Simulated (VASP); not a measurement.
Input of a VASP 6.6.1 run:

Contents of INCAR:

```
SYSTEM = B2Sb3Os
PREC = Accurate
ENCUT = 600
EDIFF = 1E-6
ISMEAR = 0
SIGMA = 0.1
LREAL = .False.
LASPH = .True.
NELM = 100
ALGO = Fast
ISIF = 3
LWAVE = .False.
LCHARG = .False.
GGA = PE
IBRION = 2
NSW = 90
EDIFFG = -0.04
```

KPOINTS

```
Automatic mesh
0
Gamma
  6 6 2
  0 0 0
```

The input POSCAR:

```
B2Sb3Os
1.0
    3.7034584600      0.0000000000      0.0000000000
    0.0000000000      3.7034584600      0.0000000000
    0.0000000000      0.0000000000      8.1241725000
B Sb Os
2 3 1
Direct
    0.0000000000      0.5000000000      0.7372320300
    0.5000000000      0.0000000000      0.2627679700
    0.5000000000      0.5000000000      0.0000000000
    0.0000000000      0.5000000000      0.3774000100
    0.5000000000      0.0000000000      0.6225999900
    0.0000000000      0.0000000000      0.0000000000
```

Potentials or basis: VASP PAW PBE potentials, release 64 (B, Sb, Os).

Launch:

```bash
$ cat potpaw_PBE.64/B/POTCAR potpaw_PBE.64/Sb/POTCAR potpaw_PBE.64/Os/POTCAR > POTCAR
$ mpirun -np 1 vasp_std > vasp.out
```

Question: Estimate the band gap on the k mesh.

Answer: Zero (an odd number of electrons rules out a gap without spin polarisation).

Question: Predict the relaxed cell.

Answer: a = 4.047 Å, b = 4.047 Å, c = 7.577 Å, α = 90.00°, β = 90.00°, γ = 90.00°.

Forces on the atoms (eV/Å):
```
B    0.000  0.000 -0.002
B    0.000  0.000  0.002
Sb   0.000  0.000  0.000
Sb   0.000  0.000 -0.031
Sb   0.000  0.000  0.031
Os   0.000  0.000  0.000
```

Caveat: the k points lie up to 0.41 Å⁻¹ apart in the final cell, too coarse for converged energies and pressures of a metal; spin-orbit coupling is left out, which moves the levels of the heavy elements; an odd number of electrons without spin polarisation forces a metal; a magnetic or distorted state may lie lower.
